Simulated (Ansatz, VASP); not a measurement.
Ti in VASP and in Ansatz

```xyz
3
Lattice="4.6000 0.0000 0.0000 -2.3000 3.9837 0.0000 0.0000 0.0000 2.8200" Properties=species:S:1:pos:R:3 pbc="T T T"
Ti    0.0000    0.0000    0.0000
Ti    0.0000    2.6558    1.4100
Ti    2.3000    1.3279    1.4100
```

Alike in both runs: task single point; functional LDA; k mesh 7 × 7 × 10; no spin polarisation.

|  | VASP | Ansatz |
| --- | --- | --- |
| version | VASP 6.6.1 | Ansatz 0.2.0 |
| potentials or method | VASP PAW LDA potentials, release 64 (Ti_sv), cutoff 520 eV | all-electron (LAPW or listed datasets) |
| occupations | gaussian, width 0.1 eV | gaussian |

```tsv
	VASP	Ansatz	Ansatz less VASP
gap on the k mesh at the Fermi level (eV)	none	none	-
pressure (GPa)	-9.2	-9.2	+0.05
traceless stress, the component that is largest in VASP (GPa)	1.40	1.41	+0.007
```

LDA's correlation is that of Perdew and Zunger in VASP and of Perdew and Wang (1992) in Ansatz. A gap of «none» marks a metal or a gap that the smearing closes. Ansatz ran all-electron here, and VASP with PAW potentials.
